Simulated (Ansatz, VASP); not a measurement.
# AlNi in VASP and in Ansatz

```
CELL_PARAMETERS angstrom
2.86217 0.00000 0.00000
0.00000 2.86217 0.00000
0.00000 0.00000 2.86217
ATOMIC_POSITIONS crystal
Al 0.00000 0.00000 0.00000
Ni 0.60086 0.60086 0.60086
```

Change from the starting cell: all Ni atoms moved -0.500 Å, as atom 2 towards its neighbour atom 1 (Al) at 2.479 Å.

Alike in both runs: task single point; functional PBEsol; k mesh 20 × 20 × 20; occupations gaussian, width 0.15 eV; no spin polarisation.

|  | VASP | Ansatz |
| --- | --- | --- |
| version | VASP 6.6.1 | Ansatz 0.2.0 |
| potentials or method | VASP PAW PBE potentials, release 64 (Al, Ni), cutoff 520 eV | scalar-relativistic, plane waves, PAW |
| valence electrons in the cell | 13 | 21 |

|  | VASP | Ansatz | Ansatz less VASP |
| --- | --- | --- | --- |
| gap on the k mesh at the Fermi level (eV) | none | none | - |
| pressure (GPa) | 19.7 | 19.4 | -0.31 |
| traceless stress, the component that is largest in VASP (GPa) | 15.50 | 15.33 | -0.172 |
| rms of the force components (eV/Å) | 2.994 | 2.966 | -0.0279 |

VASP's potentials were made for PBE, not for PBEsol. Atom by atom the forces differ by 0.028 eV/Å (rms over components). A gap of «none» marks a metal or a gap that the smearing closes. The functional is the same, so the differences come from potentials, cutoffs and numerics. VASP's potentials hold 13 valence electrons a cell and Ansatz's 21, so a difference there can come from the potentials and not from the codes.
